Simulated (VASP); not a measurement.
# P (P4/mmm) in VASP: further runs, part 2 of 2

VASP 6.6.1. The steps go on from the part before.

## 4. Electric field gradients, PBE

Contents of INCAR:

```
ALGO = Normal ; EDIFF = 1E-8
ENCUT = 520 ; GGA = PE
ISIF = 2 ; ISMEAR = -1
LASPH = True ; LCHARG = False
LEFG = True ; LREAL = False
LWAVE = False ; NBANDS = 8
NELM = 60 ; PREC = Accurate
SIGMA = 0.08
```

Contents of KPOINTS:

```
k-points
0
Gamma
  8 8 7
```

Contents of POSCAR:

```
P
1.0
    4.2729048574      0.0000000000      0.0000000000
    0.0000000000      4.2729048574      0.0000000000
    0.0000000000      0.0000000000      4.3780000000
P
1
Direct
    0.0000000000      0.0000000000      0.0000000000
```

Potentials or basis: VASP PAW PBE potentials, release 64 (P).

Started as:

```sh
$ cat potpaw_PBE.64/P/POTCAR > POTCAR
$ mpirun -np 1 vasp_std > vasp.out
```

OUTCAR:

```text
EDIFF = 1E-8
   ENCUT = 520
   GGA = PE
   ISIF = 2
   ISMEAR = -1
   LASPH = True
   LREAL = False
   NELM = 60
   PREC = Accurate

 ion  position               nearest neighbor table
   1  0.000  0.000  0.000-

  LATTYP: Found a simple tetragonal cell.
 ALAT       =     4.2729048574
 C/A-ratio  =     1.0245957132

  Lattice vectors:

 A1 = (   4.2729048574,   0.0000000000,   0.0000000000)
 A2 = (   0.0000000000,   4.2729048574,   0.0000000000)
 A3 = (   0.0000000000,   0.0000000000,   4.3780000000)

Analysis of symmetry for initial positions (statically):
=====================================================================
 Subroutine PRICEL returns:
 Original cell was already a primitive cell.

[... 447 lines left out ...]
  in kB      -36.1547753    -36.1547753    -32.9477232      0.0000000      0.0000000      0.0000000
  external PRESSURE =     -35.0857580 kB  Pullay stress =       0.0000000 kB

 VOLUME and BASIS-vectors are now :
 -----------------------------------------------------------------------------
  energy-cutoff  :      520.00
  volume of cell :       79.93
      direct lattice vectors                 reciprocal lattice vectors
     4.272904857  0.000000000  0.000000000     0.234032826  0.000000000  0.000000000
     0.000000000  4.272904857  0.000000000     0.000000000  0.234032826  0.000000000
     0.000000000  0.000000000  4.378000000     0.000000000  0.000000000  0.228414801

 POSITION                                       TOTAL-FORCE (eV/Angst)
 -----------------------------------------------------------------------------------
      0.00000      0.00000      0.00000         0.000000      0.000000      0.000000
 -----------------------------------------------------------------------------------
    total drift:                                0.000000      0.000000      0.000000

  FREE ENERGIE OF THE ION-ELECTRON SYSTEM (eV)
  ---------------------------------------------------
  free  energy   TOTEN  =        -1.1675350660 eV

  energy  without entropy=       -1.0887241572  energy(sigma->0) =       -1.12812961

 Electric field gradients (V/A^2)
---------------------------------------------------------------------
 ion       V_xx      V_yy      V_zz      V_xy      V_xz      V_yz
---------------------------------------------------------------------
   1       0.755     0.755    -1.510    -0.000     0.000    -0.000
---------------------------------------------------------------------

 Electric field gradients after diagonalization (V/A^2)
 (convention: |V_zz| > |V_xx| > |V_yy|)
----------------------------------------------------------------------
 ion       V_xx      V_yy      V_zz     asymmetry (V_yy - V_xx)/ V_zz
----------------------------------------------------------------------
   1       0.755     0.755    -1.510       0.000
----------------------------------------------------------------------

           NMR quadrupolar parameters

 Cq : quadrupolar parameter    Cq=e*Q*V_zz/h
 eta: asymmetry parameters     (V_yy - V_xx)/ V_zz
 Q  : nuclear electric quadrupole moment in mb (millibarn)
----------------------------------------------------------------------
 ion       Cq(MHz)       eta       Q (mb)
----------------------------------------------------------------------
   1      -0.004       0.000       1.000
----------------------------------------------------------------------
```

stdout:

```text
POSCAR found type information on POSCAR P
 POSCAR found :  1 types and       1 ions
 scaLAPACK will be used
 LDA part: xc-table for (Slater+PW92), standard interpolation
 POSCAR, INCAR and KPOINTS ok, starting setup
 FFT: planning ... GRIDC
 FFT: planning ... GRID_SOFT
 FFT: planning ... GRID
 WAVECAR not read
 entering main loop
ion   1
```

Run time: 19 s. Hardware: 1 thread of Intel Xeon Platinum 8488C (Sapphire Rapids), shared host; peak memory 0.19 GiB.

What came out:

```yaml
Free_energy: -1.1675 eV
Pressure: -3.5 GPa
```

Stress tensor (GPa, compression positive):
```
-3.62  0.00  0.00
 0.00 -3.62  0.00
 0.00  0.00 -3.29
```

Levels at points of the mesh, in eV from the Fermi level:
| k point | band 1 | band 2 | band 3 | band 4 | band 5 | band 6 | band 7 | band 8 |
| --- | --- | --- | --- | --- | --- | --- | --- | --- |
| (0.00, 0.00, 0.00) | -8.75 | 0.44 | 0.55 | 0.55 | 4.73 | 7.52 | 7.60 | 12.03 |
| (0.50, 0.00, 0.00) | -8.59 | -0.81 | 0.59 | 0.69 | 6.60 | 7.64 | 8.25 | 9.54 |
| (0.50, 0.50, 0.00) | -8.43 | -0.52 | -0.52 | 0.73 | 5.95 | 8.19 | 9.82 | 9.82 |

Electric field gradients, principal values (V/Å²):
```tsv
atom	least	middle	greatest (by size)
1 P	0.755	0.755	-1.510
```

Caveat: without QUAD_EFG the Cq values of the log hold for a quadrupole moment of 1 mb, not for the nuclei.

## 5. Electric field gradients, PBE (z stretched by -4 % at fixed volume)

Contents of INCAR:

```
  PREC = Accurate
  ENCUT = 520
  EDIFF = 1E-8
  ISMEAR = -1
  SIGMA = 0.08
  LREAL = False
  LASPH = True
  NELM = 100
  ALGO = Normal
  ISIF = 2
  LWAVE = False
  LCHARG = False
  GGA = PE
  LEFG = True
  NBANDS = 8
```

Contents of KPOINTS:

```
regular mesh
0
Gamma
  10 10 9
```

Contents of POSCAR:

```
P
1.0
    4.3610152585      0.0000000000      0.0000000000
    0.0000000000      4.3610152585      0.0000000000
    0.0000000000      0.0000000000      4.2028800000
P
1
Direct
    0.0000000000      0.0000000000      0.0000000000
```

Potentials or basis: VASP PAW PBE potentials, release 64 (P).

Started as:

```sh
$ cat potpaw_PBE.64/P/POTCAR > POTCAR
$ mpirun -np 1 vasp_std > vasp.out
```

OUTCAR:

```text
PREC = Accurate
   ENCUT = 520
   EDIFF = 1E-8
   ISMEAR = -1
   LREAL = False
   LASPH = True
   NELM = 100
   ISIF = 2
   GGA = PE

 ion  position               nearest neighbor table
   1  0.000  0.000  0.000-

  LATTYP: Found a simple tetragonal cell.
 ALAT       =     4.3610152585
 C/A-ratio  =     0.9637388890

  Lattice vectors:

 A1 = (   4.3610152585,   0.0000000000,   0.0000000000)
 A2 = (   0.0000000000,   4.3610152585,   0.0000000000)
 A3 = (   0.0000000000,   0.0000000000,   4.2028800000)

Analysis of symmetry for initial positions (statically):
=====================================================================
 Subroutine PRICEL returns:
 Original cell was already a primitive cell.

[... 446 lines left out ...]
  in kB      -33.2175225    -33.2175225    -39.1355221      0.0000000     -0.0000000      0.0000000
  external PRESSURE =     -35.1901890 kB  Pullay stress =       0.0000000 kB

 VOLUME and BASIS-vectors are now :
 -----------------------------------------------------------------------------
  energy-cutoff  :      520.00
  volume of cell :       79.93
      direct lattice vectors                 reciprocal lattice vectors
     4.361015259  0.000000000  0.000000000     0.229304403  0.000000000  0.000000000
     0.000000000  4.361015259  0.000000000     0.000000000  0.229304403  0.000000000
     0.000000000  0.000000000  4.202880000     0.000000000  0.000000000  0.237932085

 POSITION                                       TOTAL-FORCE (eV/Angst)
 -----------------------------------------------------------------------------------
      0.00000      0.00000      0.00000         0.000000      0.000000      0.000000
 -----------------------------------------------------------------------------------
    total drift:                               -0.000000     -0.000000      0.000000

  FREE ENERGIE OF THE ION-ELECTRON SYSTEM (eV)
  ---------------------------------------------------
  free  energy   TOTEN  =        -1.1705342594 eV

  energy  without entropy=       -1.0946927223  energy(sigma->0) =       -1.13261349

 Electric field gradients (V/A^2)
---------------------------------------------------------------------
 ion       V_xx      V_yy      V_zz      V_xy      V_xz      V_yz
---------------------------------------------------------------------
   1      -1.431    -1.431     2.862    -0.000     0.000    -0.000
---------------------------------------------------------------------

 Electric field gradients after diagonalization (V/A^2)
 (convention: |V_zz| > |V_xx| > |V_yy|)
----------------------------------------------------------------------
 ion       V_xx      V_yy      V_zz     asymmetry (V_yy - V_xx)/ V_zz
----------------------------------------------------------------------
   1      -1.431    -1.431     2.862       0.000
----------------------------------------------------------------------

           NMR quadrupolar parameters

 Cq : quadrupolar parameter    Cq=e*Q*V_zz/h
 eta: asymmetry parameters     (V_yy - V_xx)/ V_zz
 Q  : nuclear electric quadrupole moment in mb (millibarn)
----------------------------------------------------------------------
 ion       Cq(MHz)       eta       Q (mb)
----------------------------------------------------------------------
   1       0.007       0.000       1.000
----------------------------------------------------------------------
```

stdout:

```text
POSCAR found type information on POSCAR P
 POSCAR found :  1 types and       1 ions
 scaLAPACK will be used
 LDA part: xc-table for (Slater+PW92), standard interpolation
 POSCAR, INCAR and KPOINTS ok, starting setup
 FFT: planning ... GRIDC
 FFT: planning ... GRID_SOFT
 FFT: planning ... GRID
 WAVECAR not read
 entering main loop
ion   1
```

Wall time 29 s (1 thread of Intel Xeon Platinum 8488C (Sapphire Rapids), shared host); peak memory 0.2 GiB.

Results:

| Property | Result |
| --- | --- |
| Free energy | -1.1705 eV |
| Pressure | -3.5 GPa |

Levels at points of the mesh, in eV from the Fermi level:
| k point | band 1 | band 2 | band 3 | band 4 | band 5 | band 6 | band 7 |
| --- | --- | --- | --- | --- | --- | --- | --- |
| (0.00, 0.00, 0.00) | -8.77 | 0.45 | 0.45 | 0.61 | 4.72 | 7.48 | 7.61 |
| (0.50, 0.00, 0.00) | -8.62 | -0.78 | 0.58 | 0.73 | 6.56 | 7.56 | 8.21 |
| (0.50, 0.50, 0.00) | -8.49 | -0.52 | -0.52 | 0.84 | 5.90 | 8.18 | 9.73 |

Electric field gradients, principal values (V/Å²):
| atom | least | middle | greatest (by size) |
| --- | --- | --- | --- |
| 1 P | -1.431 | -1.431 | 2.862 |

Caveat: without QUAD_EFG the Cq values of the log hold for a quadrupole moment of 1 mb, not for the nuclei.

## 6. Summary

```csv
cell,k mesh,gap on the mesh (eV),pressure (GPa)
"a = 4.273, b = 4.273, c = 4.378 Å, 1 atom",3 × 3 × 3,none,-3.3
"a = 4.273, b = 4.273, c = 4.378 Å, 1 atom",5 × 5 × 4,none,-3.3
"a = 4.273, b = 4.273, c = 4.378 Å, 1 atom",8 × 8 × 7,none,-3.5
"a = 4.361, b = 4.361, c = 4.203 Å, 1 atom",10 × 10 × 9,none,-3.5
```

Alike in all rows: task electric field gradients; level PBE; potentials or basis VASP PAW PBE potentials, release 64 (P); no spin polarisation; cutoff (eV) 520; smearing fermi-dirac 0.08 eV.

Caveats: some runs use coarse meshes.

Absolute energies hang on the potentials; compare differences alone.
